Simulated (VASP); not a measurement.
Wanted: the native input for a VASP 6.6.1 run.

```yaml
Task: single point
Functional: LDA
Potentials_or_basis: VASP PAW LDA potentials, release 64 (Bi_d)
Cutoff: 520 eV
k_mesh: 6 × 6 × 6
Occupations: fermi-dirac, width 0.05 eV
Spin: no spin polarisation
Dipole_correction: no
Further_INCAR_settings: ALGO = Normal; EDIFF = 1e-07; NBANDS = 22
```

The structure of Bi lies in POSCAR:

```
Bi
1.0
    2.2409324288      1.2938029427      3.8918597130
   -2.2409324288      1.2938029427      3.8918597130
    0.0000000000     -2.5876058804      3.8918597146
Bi
2
Direct
    0.2350711537      0.2350711537      0.2350711537
    0.7649288463      0.7649288463      0.7649288463
```

One way to write it, as run:

INCAR

```
SYSTEM = Bi
  PREC = Accurate
  ENCUT = 520
  EDIFF = 1E-7
  ISMEAR = -1
  SIGMA = 0.05
  LREAL = .False.
  LASPH = .True.
  NELM = 100
  ALGO = Normal
  ISIF = 2
  LWAVE = .False.
  LCHARG = .False.
  NBANDS = 22
```

KPOINTS

```
Automatic mesh
0
Gamma
  6 6 6
  0 0 0
```

Potentials or basis: VASP PAW LDA potentials, release 64 (Bi_d).

Run with:

```bash
$ cat potpaw_LDA.64/Bi_d/POTCAR > POTCAR
$ mpirun -np 1 vasp_std > vasp.out
```

It gave:

The pressure is 0.1 GPa. The largest force is 0.028 eV/Å. The band gap on the k mesh is zero (band 15 reaches 6.45 eV, above the bottom of band 16 at 6.29 eV).

Caveat: spin-orbit coupling is left out, which moves the levels of the heavy elements.

Run time: 24 s on 1 thread of AMD EPYC 9R45 96-Core Processor (Zen 5) (shared host), peak memory 0.15 GiB.
